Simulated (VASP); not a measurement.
# ZnO2: relaxation of cell and atoms with r2SCAN

The system is ZnO2.

```
Zn O
1.0
     4.86908    0.00000    0.00000
     0.00000    4.86908    0.00000
     0.00000    0.00000    4.86908
Zn O
4 8
Direct
  0.00000 0.50000 0.50000
  0.50000 0.50000 0.00000
  0.50000 0.00000 0.50000
  0.00000 0.00000 0.00000
  0.41215 0.08785 0.91215
  0.08785 0.91215 0.41215
  0.91215 0.41215 0.08785
  0.58785 0.58785 0.58785
  0.41215 0.41215 0.41215
  0.08785 0.58785 0.91215
  0.91215 0.08785 0.58785
  0.58785 0.91215 0.08785
```

```json
{"Program": "VASP 6.6.1", "Task": "relaxation of cell and atoms", "Functional": "r2SCAN", "Potentials or basis": "VASP PAW PBE potentials, release 64 (Zn, O)", "Cutoff": "600 eV", "k mesh": "6 × 6 × 6", "Occupations": "gaussian, width 0.02 eV", "Spin": "no spin polarisation", "Dipole correction": "no", "Further INCAR settings": "ALGO = Normal; EDIFF = 1e-07; IBRION = 2; EDIFFG = -0.01; NSW = 100; ISIF = 3"}
```

```json
{
 "Relaxed volume": "9.68 Å³/atom",
 "Relaxed cell": "a = 4.880 Å, b = 4.880 Å, c = 4.880 Å, α = 90.00°, β = 90.00°, γ = 90.00°",
 "Space group after relaxing (to 0.1 Å)": "Pa-3 (No. 205)",
 "Energy gained by relaxing": "0.4 meV/atom",
 "Ionic steps": "5",
 "Pressure after relaxing": "0.0 GPa",
 "Band gap on the k mesh": "2.82 eV (least direct gap 2.95 eV)"
}
```

Forces on the atoms (eV/Å):
```
Zn   0.000  0.000  0.000
Zn   0.000  0.000  0.000
Zn   0.000  0.000  0.000
Zn   0.000  0.000  0.000
O   -0.002  0.002 -0.002
O    0.002 -0.002 -0.002
O   -0.002 -0.002  0.002
O    0.002  0.002  0.002
O   -0.002 -0.002 -0.002
O    0.002  0.002 -0.002
O   -0.002  0.002  0.002
O    0.002 -0.002  0.002
```

The path:
```
step  energy change (eV)  largest force (eV/Å)  pressure (GPa)  volume (Å³)
   1              0.0000                0.1987            1.35       115.44
   2              0.0059                0.3107           -1.32       116.79
   3             -0.0050                0.0107            0.27       115.97
   4             -0.0050                0.0232            0.20       116.00
   5             -0.0049                0.0029           -0.03       116.20
```

Final structure:
```yaml
crystal:
  lattice:
    - [4.87985, 0.00000, 0.00000]
    - [0.00000, 4.87985, 0.00000]
    - [0.00000, 0.00000, 4.87985]
  atoms:
    - { symbol: Zn, position: [0.00000, 0.50000, 0.50000] }
    - { symbol: Zn, position: [0.50000, 0.50000, 0.00000] }
    - { symbol: Zn, position: [0.50000, 0.00000, 0.50000] }
    - { symbol: Zn, position: [0.00000, 0.00000, 0.00000] }
    - { symbol: O, position: [0.41177, 0.08823, 0.91177] }
    - { symbol: O, position: [0.08823, 0.91177, 0.41177] }
    - { symbol: O, position: [0.91177, 0.41177, 0.08823] }
    - { symbol: O, position: [0.58823, 0.58823, 0.58823] }
    - { symbol: O, position: [0.41177, 0.41177, 0.41177] }
    - { symbol: O, position: [0.08823, 0.58823, 0.91177] }
    - { symbol: O, position: [0.91177, 0.08823, 0.58823] }
    - { symbol: O, position: [0.58823, 0.91177, 0.08823] }
```

Levels at points of the mesh, in eV from the valence-band top:
```tsv
k point	band 44	band 45	band 46	band 47	band 48	band 49	band 50	band 51	band 52	band 53
(0.00, 0.00, 0.00)	-0.29	-0.29	-0.29	0.00	0.00	3.71	3.77	3.77	3.77	3.95
(0.50, 0.00, 0.00)	-1.63	-1.36	-1.36	-0.20	-0.20	3.02	3.02	3.79	3.79	6.33
(0.50, 0.50, 0.00)	-1.93	-1.30	-1.30	-1.30	-1.30	3.48	3.48	3.48	3.48	7.07
(0.50, 0.50, 0.50)	-2.33	-2.16	-2.16	-2.16	-2.16	4.04	4.04	4.04	4.04	7.51
```

Run time: 23 min on 4 MPI ranks on Oxide Virtual Turin-like Processor, with other jobs on the host, peak memory 0.34 GiB a rank.

Caveat: the PAW data sets were made with another functional, which shifts forces and pressure a little. A k mesh can miss the band edges.
